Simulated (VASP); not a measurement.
# Hf (Fmmm) in VASP: a series of runs

Hf is run at these levels: LDA; tasks: single point.

Everything below comes from runs of VASP 6.6.1. Logs are shortened: lines on timing, memory, paths and dates and some standing lists are left out, and cuts for length are marked.

### 1 The cell of the first run

It takes space group Fmmm (No. 69, orthorhombic). Conventional cell: a = 4.302 Å, b = 4.360 Å, c = 4.418 Å, α = 90.00°, β = 90.00°, γ = 90.00°. Hf (site symmetry mmm) has 12 Hf at 3.06 to 3.10 Å within 4.0 Å.

### 2 Single point, LDA

INCAR

```
SYSTEM = Hf
PREC     = Accurate       ! precision mode
ENCUT    = 520            ! plane-wave cutoff, eV
EDIFF    = 1E-6           ! SCF threshold, eV
ISMEAR   = 0              ! smearing method
SIGMA    = 0.15           ! smearing width, eV
LREAL    = .False.        ! projectors in reciprocal space
LASPH    = .True.         ! aspherical terms in the spheres
NELM     = 80             ! most SCF steps
ALGO     = Fast           ! electronic algorithm
ISIF     = 2              ! what is computed and relaxed
LWAVE    = .False.        ! write WAVECAR
LCHARG   = .True.         ! write CHGCAR
GGA      = CA             ! functional
LELF     = .True.         ! ELF
LVHAR    = .True.       
NBANDS   = 11             ! bands
```

KPOINTS

```
regular mesh
0
Gamma
  18 18 18
  0 0 0
```

POSCAR

```
Hf
1.0
    0.0000000000      2.2089378319      2.1799445691
    2.1509513063      0.0000000000      2.1799445691
    2.1509513063      2.2089378319      0.0000000000
Hf
1
Direct
    0.0000000000      0.0000000000      0.0000000000
```

Potentials or basis: VASP PAW LDA potentials, release 64 (Hf_pv).

Command:

```console
$ cat potpaw_LDA.64/Hf_pv/POTCAR > POTCAR
$ mpirun -np 1 vasp_std > vasp.out
```

OUTCAR:

```text
SYSTEM = Hf
   PREC = Accurate
   ENCUT = 520
   EDIFF = 1E-6
   ISMEAR = 0
   LREAL = .False.
   LASPH = .True.
   NELM = 80
   ISIF = 2
   GGA = CA

 ion  position               nearest neighbor table
   1  0.000  0.000  0.000-

  LATTYP: Found a face centered orthorhombic cell.
 ALAT       =     4.3019026126
 B/A-ratio  =     1.0134792744
 C/A-ratio  =     1.0269585487

  Lattice vectors:

 A1 = (   0.0000000000,   2.2089378319,  -2.1799445691)
 A2 = (   2.1509513063,   2.2089378319,   0.0000000000)
 A3 = (   2.1509513063,   0.0000000000,  -2.1799445691)

Analysis of symmetry for initial positions (statically):
=====================================================================
 Subroutine PRICEL returns:
 Original cell was already a primitive cell.

 Routine SETGRP: Setting up the symmetry group for a
 face centered orthorhombic supercell.

 Subroutine GETGRP returns: Found  8 space group operations
 (whereof  8 operations were pure point group operations)
 out of a pool of  8 trial point group operations.

The static configuration has the point symmetry D_2h.

Analysis of symmetry for dynamics (positions and initial velocities):
=====================================================================
 Subroutine PRICEL returns:
 Original cell was already a primitive cell.

 Routine SETGRP: Setting up the symmetry group for a
 face centered orthorhombic supercell.

 Subroutine GETGRP returns: Found  8 space group operations
 (whereof  8 operations were pure point group operations)
 out of a pool of  8 trial point group operations.

The dynamic configuration has the point symmetry D_2h.

 Subroutine INISYM returns: Found  8 space group operations
 (whereof  8 operations are pure point group operations),
 and found     1 'primitive' translations

----------------------------------------------------------------------------------------

                                     Primitive cell

  volume of cell :      20.7152

  direct lattice vectors                    reciprocal lattice vectors
     0.000000000  2.208937832  2.179944569    -0.232455285  0.226353134  0.229363630
     2.150951306  0.000000000  2.179944569     0.232455285 -0.226353134  0.229363630
     2.150951306  2.208937832  0.000000000     0.232455285  0.226353134 -0.229363630

  length of vectors
     3.103476223  3.062474465  3.083179831     0.397339748  0.397339748  0.397339748

  position of ions in fractional coordinates (direct lattice)
     0.000000000  0.000000000  0.000000000

  ion indices of the primitive-cell ions
   primitive index   ion index
                 1           1

----------------------------------------------------------------------------------------

 KPOINTS: regular mesh

Automatic generation of k-mesh.
 Grid dimensions read from file:
 generate k-points for:   18   18   18

 Generating k-lattice:

  Cartesian coordinates                     Fractional coordinates (reciprocal lattice)
    -0.012914183  0.012575174  0.012742424     0.055555556  0.000000000  0.000000000
     0.012914183 -0.012575174  0.012742424     0.000000000  0.055555556  0.000000000
     0.012914183  0.012575174 -0.012742424    -0.000000000 -0.000000000  0.055555556

  Length of vectors
     0.022074430  0.022074430  0.022074430

  Shift w.r.t. Gamma in fractional coordinates (k-lattice)
     0.000000000  0.000000000  0.000000000

 Subroutine IBZKPT returns following result:
 ===========================================

 Found    865 irreducible k-points:

 Following reciprocal coordinates:
            Coordinates               Weight
  0.000000  0.000000  0.000000      1.000000
  0.055556  0.000000  0.000000      8.000000
  0.111111  0.000000  0.000000      8.000000
  0.166667  0.000000  0.000000      8.000000
  0.222222  0.000000  0.000000      8.000000
  0.277778  0.000000  0.000000      8.000000
[... 16 lines left out ...]
 -0.277778  0.055556 -0.000000      8.000000
 -0.222222  0.055556  0.000000      8.000000
 [... further k-points ...]
   k-points           NKPTS =    865   k-points in BZ     NKDIM =    865   number of bands    NBANDS=     11
   number of dos      NEDOS =    301   number of ions     NIONS =      1
   total plane-waves  NPLWV =  13824
   dimension x,y,z NGX =    24 NGY =   24 NGZ =   24
   dimension x,y,z NGXF=    48 NGYF=   48 NGZF=   48
   ions per type =               1
   NGX,Y,Z   is equivalent  to a cutoff of  12.86, 13.03, 12.94 a.u.
   NGXF,Y,Z  is equivalent  to a cutoff of  25.71, 26.06, 25.88 a.u.
 SYSTEM =  Hf
   PREC   = accura    normal or accurate (medium, high low for compatibility)
   ISTART =      0    job   : 0-new  1-cont  2-samecut
   ICHARG =      2    charge: 1-file 2-atom 10-const
   ISPIN  =      1    spin polarized calculation?
   LNONCOLLINEAR =      F non collinear calculations
   LSORBIT =      F    spin-orbit coupling
   LASPH  =      T    aspherical Exc in radial PAW
   ENCUT  =  520.0 eV  38.22 Ry    6.18 a.u.   5.77  5.69  5.73*2*pi/ulx,y,z
   NELM   =     80;   NELMIN=  2; NELMDL= -5     # of ELM steps
   EDIFF  = 0.1E-05   stopping-criterion for ELM
   LREAL  =      F    real-space projection
   EDIFFG = 0.1E-04   stopping-criterion for IOM
   NSW    =      0    number of steps for IOM
   IBRION =     -1    ionic relax: 0-MD 1-quasi-New 2-CG
   NFREE  =      0    steps in history (QN), initial steepest desc. (CG)
   ISIF   =      2    stress and relaxation
   ISYM   =      2    0-nonsym 1-usesym 2-fastsym
   POTIM  = 0.5000    time-step for ionic-motion
   TEBEG  =    0.0;   TEEND  =   0.0 temperature during run
   PSTRESS=    0.0 pullay stress
   NELECT =      10.0000    total number of electrons
   NUPDOWN=      -1.0000    fix difference up-down
   EMIN   =  10.00;   EMAX   =-10.00  energy-range for DOS
   EFERMI =   0.00;   METHOD = LEGACY
   ISMEAR =     0;   SIGMA  =   0.15  broadening in eV -4-tet -1-fermi 0-gaus
   EFERMI_NEDOS =   21; number of points for ismear=-14 and -15
   IALGO  =     68    algorithm
   IMIX   =      4    mixing-type and parameters
     AMIX     =   0.40;   BMIX     =  1.00
     AMIX_MAG =   1.60;   BMIX_MAG =  1.00
  volume/ion in A,a.u.               =      20.72       139.79
  Fermi-wavevector in a.u.,A,eV,Ry     =   1.284236  2.426855 22.439589  1.649263
  Thomas-Fermi vector in A             =   2.416442
   LORBIT       =      0    0 simple, 1 ext, 2 COOP (PROOUT), +10 PAW based schemes
   GGA     = CA    functional components
   LHFCALC =     F    Hartree Fock is set to
   AEXX    =    0.0000 exact exchange contribution
   IVDW    =     0    specifies the selected vdW correction
   LEPSILON=     F    determine dielectric tensor
   LRPA    =     F    only Hartree local field effects (RPA)
 non-spin polarized calculation
 RMM-DIIS sequential band-by-band and
 Gauss-broadening in eV      SIGMA  =   0.15
  energy-cutoff  :      520.00
  volume of cell :       20.72
 maximum number of plane-waves:       570
   NGX = 11   NGY = 11   NGZ = 11

 number of electron      10.0000002 magnetization

 Free energy of the ion-electron system (eV)
  ---------------------------------------------------
  ext. energy  EPLUGINS =         0.00000000
  ---------------------------------------------------
  free energy    TOTEN  =       -10.63902103 eV

  energy without entropy =      -10.62425167  energy(sigma->0) =      -10.63163635

 E-fermi :   5.1820     XC(G=0): -11.8258

 val. band max:        5.1765050283   @ k =  -0.2778   0.5000   0.2222
 cond. band min:       5.1875980274   @ k =  -0.2778   0.0556   0.2222
 fundamental gap:      0.0110929991
 Fermi energy:         5.1819817319

 k-point     1 :       0.0000    0.0000    0.0000
  band No.  band energies     occupation
      1     -24.4122      2.00000
      2     -24.4090      2.00000
      3     -24.4070      2.00000
      4      -2.2273      2.00000
      5       6.3677      0.00000
      6       6.5342      0.00000
      7       6.6942      0.00000
      8       9.3464      0.00000
      9       9.7726      0.00000
     10      16.8576      0.00000
     11      17.5449      0.00000

 k-point     2 :       0.0556    0.0000    0.0000
  band No.  band energies     occupation
      1     -24.4446      2.00000
      2     -24.4157      2.00000
      3     -24.4117      2.00000
      4      -2.1075      2.00000
      5       6.3380      0.00000
      6       6.5399      0.00000
      7       6.7134      0.00000
      8       9.2869      0.00000
      9       9.6995      0.00000
     10      17.1243      0.00000
     11      17.5447      0.00000

 k-point     3 :       0.1111    0.0000    0.0000
  band No.  band energies     occupation
      1     -24.5445      2.00000
      2     -24.4297      2.00000
      3     -24.4227      2.00000
      4      -1.7599      2.00000
      5       6.0847      0.00000
      6       6.6502      0.00000
      7       6.8463      0.00000
      8       9.1575      0.00000
      9       9.5273      0.00000
     10      17.5452      0.00000
     11      17.8216      0.00000

 k-point     4 :       0.1667    0.0000    0.0000
  band No.  band energies     occupation
      1     -24.6947      2.00000
      2     -24.4509      2.00000
      3     -24.4393      2.00000
      4      -1.2207      2.00000
      5       5.7094      0.00000
      6       6.7912      0.00000
      7       7.0181      0.00000
      8       9.0976      0.00000
      9       9.3880      0.00000
     10      18.1572      0.00000
     11      18.9748      0.00000
[... 239 lines left out ...]
 k-point    22 :      -0.3333    0.0556   -0.0000
  band No.  band energies     occupation
      1     -25.2731      2.00000
      2     -24.5623      2.00000
      3     -24.5100      2.00000
      4       0.9711      2.00000
      5       5.2701      0.40632
      6       6.3545      0.00000
      7       6.7345      0.00000
      8      10.2572      0.00000
      9      11.2360      0.00000
     10      16.0840      0.00000
     11      17.5921      0.00000

 k-point    23 :      -0.2778    0.0556   -0.0000
  band No.  band energies     occupation
      1     -25.1171      2.00000
      2     -24.5404      2.00000
      3     -24.4872      2.00000
      4       0.4468      2.00000
      5       5.1148      1.47334
      6       6.5674      0.00000
      7       6.9495      0.00000
      8       9.5324      0.00000
      9      10.5676      0.00000
     10      16.6522      0.00000
     11      17.5494      0.00000

 k-point    24 :      -0.2222    0.0556    0.0000
  band No.  band energies     occupation
      1     -24.9395      2.00000
      2     -24.5140      2.00000
      3     -24.4635      2.00000
      4      -0.2251      2.00000
      5       5.2177      0.73664
      6       6.7696      0.00000
      7       7.1113      0.00000
      8       8.9962      0.00000
      9      10.0019      0.00000
     10      17.3564      0.00000
     11      17.5668      0.00000

 [... further k-points ...]
[... 5 lines left out ...]
  --------------------------------------------------------------------------------------
  -------------------------------------------------------------------------------------
  Total        0.1093609     -0.0784937      0.0174621      0.0000000      0.0000000      0.0000000
  in kB        8.4582994     -6.0709365      1.3505726      0.0000000      0.0000000      0.0000000
  external PRESSURE =       1.2459785 kB  Pullay stress =       0.0000000 kB

 VOLUME and BASIS-vectors are now :
 -----------------------------------------------------------------------------
  energy-cutoff  :      520.00
  volume of cell :       20.72
      direct lattice vectors                 reciprocal lattice vectors
     0.000000000  2.208937832  2.179944569    -0.232455285  0.226353134  0.229363630
     2.150951306  0.000000000  2.179944569     0.232455285 -0.226353134  0.229363630
     2.150951306  2.208937832  0.000000000     0.232455285  0.226353134 -0.229363630

 POSITION                                       TOTAL-FORCE (eV/Angst)
 -----------------------------------------------------------------------------------
      0.00000      0.00000      0.00000         0.000000      0.000000      0.000000
 -----------------------------------------------------------------------------------
    total drift:                               -0.000000     -0.000000     -0.000000

  FREE ENERGIE OF THE ION-ELECTRON SYSTEM (eV)
  ---------------------------------------------------
  free  energy   TOTEN  =       -10.6390210266 eV

  energy  without entropy=      -10.6242516731  energy(sigma->0) =      -10.63163635
```

Run time: 2.2 min. Hardware: 1 thread of Intel Xeon 8259CL, shared host; peak memory 0.26 GiB.

Results:

```
Free energy            : -10.6390 eV
Pressure               : 0.1 GPa
Band gap on the k mesh : zero (bands 5 and 6 overlap by 2.05 eV)
```

Levels at points of the mesh, in eV from the Fermi level:
```tsv
k point	band 3	band 4	band 5	band 6	band 7	band 8
(0.00, 0.00, 0.00)	-29.59	-7.41	1.19	1.35	1.51	4.16
(0.50, 0.00, 0.00)	-29.71	-3.87	0.93	1.01	1.25	6.66
(0.50, 0.50, 0.00)	-29.95	-3.60	-2.45	3.09	6.73	7.28
(0.50, 0.00, 0.50)	-29.94	-3.63	-2.42	2.87	6.77	7.37
(0.00, 0.50, 0.50)	-29.98	-3.58	-2.49	3.32	6.73	7.37
```

Caveat: the cell differs from its parent crystal (strain +e along x and -e along y -0.0133, strain +e along z and -e/2 along x and y +0.0000); spin-orbit coupling is left out, which moves the levels of the heavy elements.

(Continued in part 2 of 2.)
